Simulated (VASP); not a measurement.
Here is a VASP 6.6.1 calculation.

Contents of INCAR:

```
SYSTEM = C
PREC     = Accurate       ! precision mode
ENCUT    = 520            ! plane-wave cutoff, eV
EDIFF    = 1E-6           ! SCF threshold, eV
ISMEAR   = 0              ! smearing method
SIGMA    = 0.1            ! smearing width, eV
LREAL    = Auto         
LASPH    = .TRUE.         ! aspherical terms in the spheres
NELM     = 80             ! most SCF steps
ALGO     = Normal         ! electronic algorithm
ISIF     = 2              ! what is computed and relaxed
LWAVE    = .FALSE.        ! write WAVECAR
LCHARG   = .TRUE.         ! write CHGCAR
GGA      = PE             ! functional
LELF     = .TRUE.         ! ELF
LVHAR    = .TRUE.       
NBANDS   = 46             ! bands
```

KPOINTS

```
Automatic mesh
0
G
  9 9 5
  0 0 0
```

Contents of POSCAR:

```
C
1.0
   -4.9330655670      0.0000000001      0.0000000000
    2.4665327835     -4.2721600996      0.0000000000
    0.0000000000      0.0000000000      8.4654494173
C
16
Direct
    0.5000000000      0.5000000000      0.2500000000
    0.5000000000      0.0000000000      0.2500000000
    0.0000000000      0.5000000000      0.2500000000
    0.0000000000      0.0000000000      0.2500000000
    0.5000000000      0.5000000000      0.7500000000
    0.5000000000      0.0000000000      0.7500000000
    0.0000000000      0.5000000000      0.7500000000
    0.0000000000      0.0000000000      0.7500000000
    0.3333333333      0.1666666667      0.2500000000
    0.3333333333      0.6666666667      0.2500000000
    0.8333333333      0.1666666667      0.2500000000
    0.8333333333      0.6666666667      0.2500000000
    0.1666666667      0.3333333333      0.7500000000
    0.1666666667      0.8333333333      0.7500000000
    0.6666666667      0.3333333333      0.7500000000
    0.6666666667      0.8333333333      0.7500000000
```

Potentials or basis: VASP PAW PBE potentials, release 64 (C).

Launch:

```sh
$ cat potpaw_PBE.64/C/POTCAR > POTCAR
$ mpirun -np 1 vasp_std > vasp.out
```

**Question.** What does it give for the band gap on the k mesh?

**Answer.** Zero (filled and empty bands touch).

**Question.** Predict the pressure.

**Answer.** 0.3 GPa.

Stress tensor (GPa, compression positive):
```
 0.50  0.00  0.00
 0.00  0.50  0.00
 0.00  0.00 -0.02
```

Caveat: this functional lacks dispersion, which binds the layers, so the pressure and a relaxed spacing across them are unreliable.
